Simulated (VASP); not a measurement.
# Ti (R-3m) in VASP: single point with PBEsol

Aim: the single point of Ti with PBEsol.

All numbers are computed with VASP 6.6.1; they aren't measurements. Logs are shortened: lines on timing, memory, paths and dates and some standing lists are left out, and cuts for length are marked.

## Step 1: The cell of the first run

The typed cell holds 1 atom: a = 2.868 Å, b = 2.868 Å, c = 2.869 Å, α = 90.00°, β = 120.01°, γ = 119.98°.

This isn't the form of Ti at room conditions, which is hcp.

## Step 2: Single point, PBEsol

File INCAR:

```
PREC     = Accurate       # precision mode
ENCUT    = 520            # plane-wave cutoff, eV
EDIFF    = 1E-6           # SCF threshold, eV
ISMEAR   = 0              # smearing method
SIGMA    = 0.15           # smearing width, eV
LREAL    = False          # projectors in reciprocal space
LASPH    = True           # aspherical terms in the spheres
NELM     = 100            # most SCF steps
ALGO     = Fast           # electronic algorithm
ISIF     = 2              # what is computed and relaxed
LWAVE    = False          # write WAVECAR
LCHARG   = False          # write CHGCAR
GGA      = PS             # functional
NBANDS   = 12             # bands
```

File KPOINTS:

```
regular mesh
0
Gamma
  14 14 14
```

File POSCAR:

```
Ti
1.0
   -2.0329367306      1.4293027850      1.4320746214
    2.0295853782     -1.4293210597      1.4368601323
    2.0272415712      1.4390554025     -1.4320875829
Ti
1
Direct
    0.0000000000      0.0000000000      0.0000000000
```

Potentials or basis: VASP PAW PBE potentials, release 64 (Ti_sv).

Command:

```sh
> cat potpaw_PBE.64/Ti_sv/POTCAR > POTCAR
> mpirun -np 1 vasp_std > vasp.out
```

OUTCAR:

```text
PREC = Accurate
   ENCUT = 520
   EDIFF = 1E-6
   ISMEAR = 0
   LREAL = False
   LASPH = True
   NELM = 100
   ISIF = 2
   GGA = PS

 ion  position               nearest neighbor table
   1  0.000  0.000  0.000-

  LATTYP: Found a base centered monoclinic cell.
 ALAT       =     4.9694172743
 B/A-ratio  =     0.5773185371
 C/A-ratio  =     0.5772032581
 COS(beta)  =    -0.5775412131

  Lattice vectors:

 A1 = (  -2.0238902188,  -1.4390371278,  -1.4368471708)
 A2 = (  -2.0272415712,  -1.4390554025,   1.4320875829)
 A3 = (  -0.0056951594,   2.8683581875,  -0.0000129615)

Analysis of symmetry for initial positions (statically):
=====================================================================
 Subroutine PRICEL returns:
 Original cell was already a primitive cell.

 Routine SETGRP: Setting up the symmetry group for a
 base centered monoclinic supercell.

 Subroutine GETGRP returns: Found  4 space group operations
 (whereof  4 operations were pure point group operations)
 out of a pool of  4 trial point group operations.

The static configuration has the point symmetry C_2h.

Analysis of symmetry for dynamics (positions and initial velocities):
=====================================================================
 Subroutine PRICEL returns:
 Original cell was already a primitive cell.

 Routine SETGRP: Setting up the symmetry group for a
 base centered monoclinic supercell.

 Subroutine GETGRP returns: Found  4 space group operations
 (whereof  4 operations were pure point group operations)
 out of a pool of  4 trial point group operations.

The dynamic configuration has the point symmetry C_2h.

 Subroutine INISYM returns: Found  4 space group operations
 (whereof  4 operations are pure point group operations),
 and found     1 'primitive' translations

----------------------------------------------------------------------------------------

                                     Primitive cell

  volume of cell :      16.6922

  direct lattice vectors                    reciprocal lattice vectors
    -2.032936731  1.429302785  1.432074621    -0.001246595  0.348630594  0.348562194
     2.029585378 -1.429321060  1.436860132     0.246086496  0.000490184  0.348848899
     2.027241571  1.439055402 -1.432087583     0.245660016  0.349119256  0.000289192

  length of vectors
     2.868200816  2.868229862  2.869052750     0.492991327  0.426912589  0.426887786

  position of ions in fractional coordinates (direct lattice)
     0.000000000  0.000000000  0.000000000

  ion indices of the primitive-cell ions
   primitive index   ion index
                 1           1

----------------------------------------------------------------------------------------

 KPOINTS: regular mesh

Automatic generation of k-mesh.
 Grid dimensions read from file:
 generate k-points for:   14   14   14

 Generating k-lattice:

  Cartesian coordinates                     Fractional coordinates (reciprocal lattice)
    -0.000089042  0.024902185  0.024897300     0.071428571  0.000000000  0.000000000
     0.017577607  0.000035013  0.024917779     0.000000000  0.071428571  0.000000000
     0.017547144  0.024937090  0.000020657     0.000000000 -0.000000000  0.071428571

  Length of vectors
     0.035213666  0.030493756  0.030491985

  Shift w.r.t. Gamma in fractional coordinates (k-lattice)
     0.000000000  0.000000000  0.000000000

 Subroutine IBZKPT returns following result:
 ===========================================

 Found    744 irreducible k-points:

 Following reciprocal coordinates:
            Coordinates               Weight
  0.000000  0.000000  0.000000      1.000000
  0.071429  0.000000 -0.000000      4.000000
  0.142857  0.000000  0.000000      4.000000
  0.214286  0.000000 -0.000000      4.000000
  0.285714  0.000000 -0.000000      4.000000
  0.357143 -0.000000 -0.000000      4.000000
[... 16 lines left out ...]
 -0.000000  0.142857 -0.000000      4.000000
  0.071429  0.142857 -0.000000      4.000000
 [... further k-points ...]
   k-points           NKPTS =    744   k-points in BZ     NKDIM =    744   number of bands    NBANDS=     12
   number of dos      NEDOS =    301   number of ions     NIONS =      1
   total plane-waves  NPLWV =  13824
   dimension x,y,z NGX =    24 NGY =   24 NGZ =   24
   dimension x,y,z NGXF=    48 NGYF=   48 NGZF=   48
   ions per type =               1
   NGX,Y,Z   is equivalent  to a cutoff of  13.91, 13.91, 13.91 a.u.
   NGXF,Y,Z  is equivalent  to a cutoff of  27.82, 27.82, 27.81 a.u.
 SYSTEM =  unknown system
   PREC   = accura    normal or accurate (medium, high low for compatibility)
   ISTART =      0    job   : 0-new  1-cont  2-samecut
   ICHARG =      2    charge: 1-file 2-atom 10-const
   ISPIN  =      1    spin polarized calculation?
   LNONCOLLINEAR =      F non collinear calculations
   LSORBIT =      F    spin-orbit coupling
   LASPH  =      T    aspherical Exc in radial PAW
   ENCUT  =  520.0 eV  38.22 Ry    6.18 a.u.   5.33  5.33  5.33*2*pi/ulx,y,z
   NELM   =    100;   NELMIN=  2; NELMDL= -5     # of ELM steps
   EDIFF  = 0.1E-05   stopping-criterion for ELM
   LREAL  =      F    real-space projection
   EDIFFG = 0.1E-04   stopping-criterion for IOM
   NSW    =      0    number of steps for IOM
   IBRION =     -1    ionic relax: 0-MD 1-quasi-New 2-CG
   NFREE  =      0    steps in history (QN), initial steepest desc. (CG)
   ISIF   =      2    stress and relaxation
   ISYM   =      2    0-nonsym 1-usesym 2-fastsym
   POTIM  = 0.5000    time-step for ionic-motion
   TEBEG  =    0.0;   TEEND  =   0.0 temperature during run
   PSTRESS=    0.0 pullay stress
   NELECT =      12.0000    total number of electrons
   NUPDOWN=      -1.0000    fix difference up-down
   EMIN   =  10.00;   EMAX   =-10.00  energy-range for DOS
   EFERMI =   0.00;   METHOD = LEGACY
   ISMEAR =     0;   SIGMA  =   0.15  broadening in eV -4-tet -1-fermi 0-gaus
   EFERMI_NEDOS =   21; number of points for ismear=-14 and -15
   IALGO  =     68    algorithm
   IMIX   =      4    mixing-type and parameters
     AMIX     =   0.40;   BMIX     =  1.00
     AMIX_MAG =   1.60;   BMIX_MAG =  1.00
  volume/ion in A,a.u.               =      16.69       112.64
  Fermi-wavevector in a.u.,A,eV,Ry     =   1.466552  2.771382 29.263073  2.150775
  Thomas-Fermi vector in A             =   2.582276
   LORBIT       =      0    0 simple, 1 ext, 2 COOP (PROOUT), +10 PAW based schemes
   GGA     = PS    functional components
   LHFCALC =     F    Hartree Fock is set to
   AEXX    =    0.0000 exact exchange contribution
   IVDW    =     0    specifies the selected vdW correction
   LEPSILON=     F    determine dielectric tensor
   LRPA    =     F    only Hartree local field effects (RPA)
 non-spin polarized calculation
 RMM-DIIS sequential band-by-band and
 Gauss-broadening in eV      SIGMA  =   0.15
  energy-cutoff  :      520.00
  volume of cell :       16.69
 maximum number of plane-waves:       464
 NGX is ok and might be reduce to    24
   NGX = 11   NGY = 11   NGZ = 11

 number of electron      11.9999987 magnetization

 Free energy of the ion-electron system (eV)
  ---------------------------------------------------
  ext. energy  EPLUGINS =         0.00000000
  ---------------------------------------------------
  free energy    TOTEN  =        -8.29217888 eV

  energy without entropy =       -8.27238871  energy(sigma->0) =       -8.28228379

 E-fermi :   8.5174     XC(G=0): -11.8273

 val. band max:        8.5166234302   @ k =  -0.0000   0.2857   0.0000
 cond. band min:       8.5186664020   @ k =  -0.2857   0.2857   0.0000
 fundamental gap:      0.0020429718
 Fermi energy:         8.5174018486

 k-point     1 :       0.0000    0.0000    0.0000
  band No.  band energies     occupation
      1     -47.8925      2.00000
      2     -23.7970      2.00000
      3     -23.7970      2.00000
      4     -23.7964      2.00000
      5       2.3299      2.00000
      6       9.4180      0.00000
      7       9.4186      0.00000
      8       9.4225      0.00000
      9      11.1345      0.00000
     10      11.1346      0.00000
     11      24.0077      0.00000
     12      28.6406      0.00000

 k-point     2 :       0.0714    0.0000   -0.0000
  band No.  band energies     occupation
      1     -47.8829      2.00000
      2     -23.8357      2.00000
      3     -23.8105      2.00000
      4     -23.8100      2.00000
      5       2.5583      2.00000
      6       9.2452      0.00000
      7       9.5216      0.00000
      8       9.5247      0.00000
      9      10.9663      0.00000
     10      11.1862      0.00000
     11      24.2242      0.00000
     12      27.6396      0.00000

 k-point     3 :       0.1429    0.0000    0.0000
  band No.  band energies     occupation
      1     -47.8562      2.00000
      2     -23.9428      2.00000
      3     -23.8483      2.00000
      4     -23.8478      2.00000
      5       3.2098      2.00000
      6       8.7873      0.01093
      7       9.8283      0.00000
      8       9.8312      0.00000
      9      10.5133      0.00000
     10      11.3331      0.00000
     11      24.7690      0.00000
     12      26.2242      0.00000

 k-point     4 :       0.2143    0.0000   -0.0000
  band No.  band energies     occupation
      1     -47.8174      2.00000
      2     -24.0923      2.00000
      3     -23.9027      2.00000
      4     -23.9021      2.00000
      5       4.1681      2.00000
      6       8.1916      1.99787
      7       9.9510      0.00000
      8      10.3243      0.00000
      9      10.3267      0.00000
     10      11.5513      0.00000
     11      25.0573      0.00000
     12      25.6249      0.00000

 k-point     5 :       0.2857    0.0000   -0.0000
  band No.  band energies     occupation
      1     -47.7743      2.00000
      2     -24.2517      2.00000
      3     -23.9627      2.00000
      4     -23.9620      2.00000
      5       5.1613      2.00000
      6       7.6005      2.00000
      7       9.6275      0.00000
      8      10.9739      0.00000
      9      10.9758      0.00000
     10      11.8024      0.00000
     11      23.8577      0.00000
     12      24.0027      0.00000
[... 228 lines left out ...]
      1     -47.8671      2.00000
      2     -23.9176      2.00000
      3     -23.8276      2.00000
      4     -23.8194      2.00000
      5       2.9440      2.00000
      6       9.0137      0.00000
      7       9.6552      0.00000
      8       9.6625      0.00000
      9      10.7944      0.00000
     10      11.2169      0.00000
     11      24.4518      0.00000
     12      26.0524      0.00000

 k-point    22 :      -0.0714    0.0714    0.0000
  band No.  band energies     occupation
      1     -47.8853      2.00000
      2     -23.8362      2.00000
      3     -23.8019      2.00000
      4     -23.8019      2.00000
      5       2.5016      2.00000
      6       9.3151      0.00000
      7       9.4806      0.00000
      8       9.4813      0.00000
      9      11.0936      0.00000
     10      11.0937      0.00000
     11      24.1592      0.00000
     12      27.4026      0.00000

 k-point    23 :      -0.0000    0.1429   -0.0000
  band No.  band energies     occupation
      1     -47.8652      2.00000
      2     -23.9469      2.00000
      3     -23.8156      2.00000
      4     -23.8152      2.00000
      5       2.9951      2.00000
      6       9.0382      0.00000
      7       9.6232      0.00000
      8       9.6277      0.00000
      9      11.0261      0.00000
     10      11.0263      0.00000
     11      24.2650      0.00000
     12      25.5568      0.00000

 k-point    24 :       0.0714    0.1429   -0.0000
  band No.  band energies     occupation
      1     -47.8410      2.00000
      2     -24.0571      2.00000
      3     -23.8496      2.00000
      4     -23.8344      2.00000
      5       3.6085      2.00000
      6       8.7071      0.07373
      7       9.7379      0.00000
      8       9.7860      0.00000
      9      10.7612      0.00000
     10      11.2982      0.00000
     11      23.5718      0.00000
     12      25.0942      0.00000

 [... further k-points ...]
[... 5 lines left out ...]
  --------------------------------------------------------------------------------------
  -------------------------------------------------------------------------------------
  Total       -0.0284242     -0.0272963     -0.0297393     -0.0025071     -0.0000027      0.0000013
  in kB       -2.7282576     -2.6199951     -2.8544913     -0.2406437     -0.0002596      0.0001254
  external PRESSURE =      -2.7342480 kB  Pullay stress =       0.0000000 kB

 VOLUME and BASIS-vectors are now :
 -----------------------------------------------------------------------------
  energy-cutoff  :      520.00
  volume of cell :       16.69
      direct lattice vectors                 reciprocal lattice vectors
    -2.032936731  1.429302785  1.432074621    -0.001246595  0.348630594  0.348562194
     2.029585378 -1.429321060  1.436860132     0.246086496  0.000490184  0.348848899
     2.027241571  1.439055402 -1.432087583     0.245660016  0.349119256  0.000289192

 POSITION                                       TOTAL-FORCE (eV/Angst)
 -----------------------------------------------------------------------------------
      0.00000      0.00000      0.00000         0.000000     -0.000000      0.000000
 -----------------------------------------------------------------------------------
    total drift:                                0.000000      0.000000      0.000000

  FREE ENERGIE OF THE ION-ELECTRON SYSTEM (eV)
  ---------------------------------------------------
  free  energy   TOTEN  =        -8.2921788808 eV

  energy  without entropy=       -8.2723887078  energy(sigma->0) =       -8.28228379
```

Wall time 5.5 min (1 thread of Intel Xeon 8259CL, shared host); peak memory 0.26 GiB.

Results:

* Free energy: -8.2922 eV
* Pressure: -0.3 GPa
* Band gap on the k mesh: zero (bands 6 and 7 overlap by 1.33 eV)

Caveat: the PAW data sets were made with another functional, which shifts forces and pressure a little.
